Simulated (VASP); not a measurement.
# La (Im-3m) in VASP: single point with r2SCAN

Aim: the single point of La with r2SCAN.

Program: VASP 6.6.1. These are calculated values, not measurements. Logs are shortened: lines on timing, memory, paths and dates and some standing lists are left out, and cuts for length are marked.

### 1 The cell of the first run

It takes space group Im-3m (No. 229, cubic). Conventional cell: a = 4.247 Å, b = 4.247 Å, c = 4.247 Å, α = 90.00°, β = 90.00°, γ = 90.00°. La (site symmetry m-3m) has 14 La at 3.68 to 4.25 Å within 4.8 Å.

### 2 Single point, r2SCAN, collinear spin, ferromagnetic start

File POSCAR:

```
La
1.0
   -2.1235768607      2.1235768607      2.1235768607
    2.1235768607     -2.1235768607      2.1235768607
    2.1235768607      2.1235768607     -2.1235768607
La
1
Direct
    0.0000000000      0.0000000000      0.0000000000
```

File INCAR.step1:

```
ALGO = Normal ; EDIFF = 1E-4
ENCUT = 520 ; GGA = PE
ISMEAR = -1 ; ISPIN = 2
LASPH = T ; LCHARG = F
LMAXMIX = 6 ; LREAL = F
LWAVE = T ; MAGMOM = 1
NBANDS = 16 ; NELM = 150
PREC = Accurate ; SIGMA = 0.05
```

File INCAR.step2:

```
ALGO = Normal ; EDIFF = 1E-6
ENCUT = 520 ; ISIF = 2
ISMEAR = -1 ; ISPIN = 2
ISTART = 1 ; LASPH = T
LCHARG = T ; LELF = T
LMAXMIX = 6 ; LMIXTAU = T
LORBIT = 11 ; LREAL = F
LVHAR = T ; LWAVE = F
MAGMOM = 1 ; METAGGA = R2SCAN
NBANDS = 16 ; NELM = 150
PREC = Accurate ; SIGMA = 0.05
```

File KPOINTS:

```
k-points
0
Gamma
  11 11 11
```

Potentials or basis: VASP PAW PBE potentials, release 64 (La).

Run with:

```
cat potpaw_PBE.64/La/POTCAR > POTCAR
cp INCAR.step1 INCAR
mpirun -np 1 vasp_std > vasp.out
cp INCAR.step2 INCAR
mpirun -np 1 vasp_std > vasp.out
```

OUTCAR:

```text
EDIFF = 1E-6
   ENCUT = 520
   ISIF = 2
   ISMEAR = -1
   ISPIN = 2
   ISTART = 1
   LASPH = T
   LORBIT = 11
   LREAL = F
   METAGGA = R2SCAN
   NELM = 150
   PREC = Accurate

 ion  position               nearest neighbor table
   1  0.000  0.000  0.000-

  LATTYP: Found a body centered cubic cell.
 ALAT       =     4.2471537214

  Lattice vectors:

 A1 = (  -2.1235768607,   2.1235768607,   2.1235768607)
 A2 = (   2.1235768607,  -2.1235768607,   2.1235768607)
 A3 = (   2.1235768607,   2.1235768607,  -2.1235768607)

Analysis of symmetry for initial positions (statically):
=====================================================================
 Subroutine PRICEL returns:
 Original cell was already a primitive cell.

 Routine SETGRP: Setting up the symmetry group for a
 body centered cubic supercell.

 Subroutine GETGRP returns: Found 48 space group operations
 (whereof 48 operations were pure point group operations)
 out of a pool of 48 trial point group operations.

The static configuration has the point symmetry O_h .

Analysis of symmetry for dynamics (positions and initial velocities):
=====================================================================
 Subroutine PRICEL returns:
 Original cell was already a primitive cell.

 Routine SETGRP: Setting up the symmetry group for a
 body centered cubic supercell.

 Subroutine GETGRP returns: Found 48 space group operations
 (whereof 48 operations were pure point group operations)
 out of a pool of 48 trial point group operations.

The dynamic configuration has the point symmetry O_h .

Analysis of structural, dynamic, and magnetic symmetry:
=====================================================================
 Subroutine PRICEL returns:
 Original cell was already a primitive cell.

 Routine SETGRP: Setting up the symmetry group for a
 body centered cubic supercell.

 Subroutine GETGRP returns: Found 48 space group operations
 (whereof 48 operations were pure point group operations)
 out of a pool of 48 trial point group operations.

The overall configuration has the point symmetry O_h .

 Subroutine INISYM returns: Found 48 space group operations
 (whereof 48 operations are pure point group operations),
 and found     1 'primitive' translations

----------------------------------------------------------------------------------------

                                     Primitive cell

  volume of cell :      38.3057

  direct lattice vectors                    reciprocal lattice vectors
[... 97 lines left out ...]
   NUPDOWN=      -1.0000    fix difference up-down
   EMIN   =  10.00;   EMAX   =-10.00  energy-range for DOS
   EFERMI =   0.00;   METHOD = LEGACY
   ISMEAR =    -1;   SIGMA  =   0.05  broadening in eV -4-tet -1-fermi 0-gaus
   EFERMI_NEDOS =   21; number of points for ismear=-14 and -15
   IALGO  =     38    algorithm
   IMIX   =      4    mixing-type and parameters
     AMIX     =   0.40;   BMIX     =  1.00
     AMIX_MAG =   1.60;   BMIX_MAG =  1.00
  volume/ion in A,a.u.               =      38.31       258.50
  Fermi-wavevector in a.u.,A,eV,Ry     =   1.080068  2.041032 15.871832  1.166547
  Thomas-Fermi vector in A             =   2.216049
   LORBIT       =     11    0 simple, 1 ext, 2 COOP (PROOUT), +10 PAW based schemes
   METAGGA = R2SCAN    functional components
   LHFCALC =     F    Hartree Fock is set to
   AEXX    =    0.0000 exact exchange contribution
   IVDW    =     0    specifies the selected vdW correction
   LEPSILON=     F    determine dielectric tensor
   LRPA    =     F    only Hartree local field effects (RPA)
 spin polarized calculation
  energy-cutoff  :      520.00
  volume of cell :       38.31
 maximum number of plane-waves:      1055
   NGX = 13   NGY = 13   NGZ = 13

 number of electron      10.9999999 magnetization       0.5935387

 Free energy of the ion-electron system (eV)
  ---------------------------------------------------
  ext. energy  EPLUGINS =         0.00000000
  ---------------------------------------------------
  free energy    TOTEN  =       -29.64612923 eV

  energy without entropy =      -29.63418823  energy(sigma->0) =      -29.64015873

 E-fermi :   7.7051     XC(G=0): -10.0856

 val. band max:        7.7012766982   @ k =  -0.4545  -0.4545   0.0909
 cond. band min:       7.7356592222   @ k =  -0.3636   0.3636   0.0909
 fundamental gap:      0.0343825241
 Fermi energy:         7.7051387575

 spin component 1

 k-point     1 :       0.0000    0.0000    0.0000
  band No.  band energies     occupation
      1     -26.5386      1.00000
      2      -9.1149      1.00000
      3      -9.1149      1.00000
      4      -9.1149      1.00000
      5       4.0498      1.00000
      6       9.0849      0.00000
[... 435 lines left out ...]
      5       6.6755      1.00000
      6       7.3886      0.99822
[... 8 lines left out ...]
     15      12.0172      0.00000
     16      12.3617      0.00000

 [... further k-points ...]

 spin component 2

 k-point     1 :       0.0000    0.0000    0.0000
  band No.  band energies     occupation
      1     -26.3757      1.00000
      2      -8.9203      1.00000
      3      -8.9203      1.00000
      4      -8.9203      1.00000
      5       4.5792      1.00000
      6       9.5370      0.00000
[... 435 lines left out ...]
      5       7.1948      0.99996
      6       7.9387      0.00927
[... 8 lines left out ...]
     15      12.2741      0.00000
     16      12.5918      0.00000

 [... further k-points ...]
[... 5 lines left out ...]
  --------------------------------------------------------------------------------------
  -------------------------------------------------------------------------------------
  Total        0.0091979      0.0091979      0.0091979      0.0000000     -0.0000000     -0.0000000
  in kB        0.3847100      0.3847100      0.3847100      0.0000000     -0.0000000     -0.0000000
  external PRESSURE =       0.3847100 kB  Pullay stress =       0.0000000 kB

 VOLUME and BASIS-vectors are now :
 -----------------------------------------------------------------------------
  energy-cutoff  :      520.00
  volume of cell :       38.31
      direct lattice vectors                 reciprocal lattice vectors
    -2.123576861  2.123576861  2.123576861     0.000000000  0.235451803  0.235451803
     2.123576861 -2.123576861  2.123576861     0.235451803  0.000000000  0.235451803
     2.123576861  2.123576861 -2.123576861     0.235451803  0.235451803  0.000000000

 POSITION                                       TOTAL-FORCE (eV/Angst)
 -----------------------------------------------------------------------------------
      0.00000      0.00000      0.00000        -0.000000     -0.000000      0.000000
 -----------------------------------------------------------------------------------
    total drift:                                0.000000     -0.000000      0.000000

  FREE ENERGIE OF THE ION-ELECTRON SYSTEM (eV)
  ---------------------------------------------------
  free  energy   TOTEN  =       -29.6461292332 eV

  energy  without entropy=      -29.6341882301  energy(sigma->0) =      -29.64015873

 total charge

# of ion       s       p       d       f       tot
--------------------------------------------------
    1        2.040   5.582   0.860   0.069   8.551

 magnetization (x)

# of ion       s       p       d       f       tot
--------------------------------------------------
    1        0.003   0.009   0.236   0.023   0.271
```

OUTCAR.step1:

```text
EDIFF = 1E-4
   ENCUT = 520
   GGA = PE
   ISMEAR = -1
   ISPIN = 2
   LASPH = T
[... 1146 lines left out ...]

 POSITION                                       TOTAL-FORCE (eV/Angst)
 -----------------------------------------------------------------------------------
      0.00000      0.00000      0.00000         0.000000     -0.000000      0.000000
 -----------------------------------------------------------------------------------
    total drift:                                0.000000      0.000000      0.000000

  FREE ENERGIE OF THE ION-ELECTRON SYSTEM (eV)
  ---------------------------------------------------
  free  energy   TOTEN  =        -4.7700627490 eV

  energy  without entropy=       -4.7536099950  energy(sigma->0) =       -4.76183637
```

OSZICAR.step1:

```text
N       E                     dE             d eps       ncg     rms          rms(c)
DAV:   1     0.861941292265E+02    0.86194E+02   -0.39242E+03  3816   0.912E+02
DAV:   2     0.302867552463E+01   -0.83165E+02   -0.72101E+02  4248   0.149E+02
DAV:   3    -0.408056293348E+01   -0.71092E+01   -0.68458E+01  4624   0.581E+01
DAV:   4    -0.469654105547E+01   -0.61598E+00   -0.61395E+00  5960   0.132E+01
DAV:   5    -0.470328052021E+01   -0.67395E-02   -0.67384E-02  4848   0.141E+00    0.286E+00
DAV:   6    -0.476059440502E+01   -0.57314E-01   -0.84409E-02  4520   0.141E+00    0.135E+00
DAV:   7    -0.476210827256E+01   -0.15139E-02   -0.19522E-02  5040   0.888E-01    0.758E-01
DAV:   8    -0.476772401531E+01   -0.56157E-02   -0.31257E-02  4536   0.111E+00    0.227E-01
DAV:   9    -0.476887949590E+01   -0.11555E-02   -0.45702E-03  5216   0.427E-01    0.183E-01
DAV:  10    -0.476930031144E+01   -0.42082E-03   -0.39525E-04  5392   0.111E-01    0.162E-01
DAV:  11    -0.477019747765E+01   -0.89717E-03   -0.27331E-03  4776   0.360E-01    0.112E-01
DAV:  12    -0.477006472308E+01    0.13275E-03   -0.48761E-04  4808   0.138E-01    0.919E-03
DAV:  13    -0.477006274898E+01    0.19741E-05   -0.98565E-06  1888   0.224E-02
   1 F= -.47700627E+01 E0= -.47618364E+01  d E =-.164528E-01  mag=     0.5671
```

Run time: 3.2 min. Hardware: 1 thread of AMD EPYC 9R45 (Zen 5), shared host; peak memory 0.2 GiB.

What came out:

| Property | Result |
| --- | --- |
| Free energy | -29.6461 eV |
| Pressure | 0.0 GPa |
| Net moment | 0.59 μB per cell |
| Site moments | La +0.27 μB |
| Valence electrons inside the program's atomic spheres | La 8.55 |

Caveat: the PAW data sets were made with another functional, which shifts forces and pressure a little; spin-orbit coupling is left out, which moves the levels of the heavy elements.
